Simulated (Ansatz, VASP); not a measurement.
**One calculation of Ru, two programs**

```
CELL_PARAMETERS angstrom
0.00000 2.69510 2.69510
2.69510 0.00000 2.69510
2.69510 2.69510 0.00000
ATOMIC_POSITIONS crystal
Ru 0.00000 0.00000 0.00000
Ru 0.25000 0.25000 0.25000
```

Alike in both runs: functional PBEsol; k mesh 14 × 14 × 14; occupations gaussian, width 0.1 eV; no spin polarisation.

Ansatz relaxed the structure, and its values are those at the end. VASP's run is a single point on that final structure, the one shown.

```csv
,VASP,Ansatz
version,VASP 6.6.1,Ansatz 0.2.0
potentials or method,"VASP PAW PBE potentials, release 64 (Ru_pv), cutoff 520 eV","scalar-relativistic, plane waves, PAW"
valence electrons in the cell,28,32
```

|  | VASP | Ansatz | Ansatz less VASP |
| --- | --- | --- | --- |
| gap on the k mesh at the Fermi level (eV) | none | none | - |
| pressure (GPa) | 0.3 | 0.0 | -0.29 |

VASP's potentials were made for PBE, not for PBEsol. A gap of «none» marks a metal or a gap that the smearing closes. VASP's potentials hold 28 valence electrons a cell and Ansatz's 32, so a difference there can come from the potentials and not from the codes.
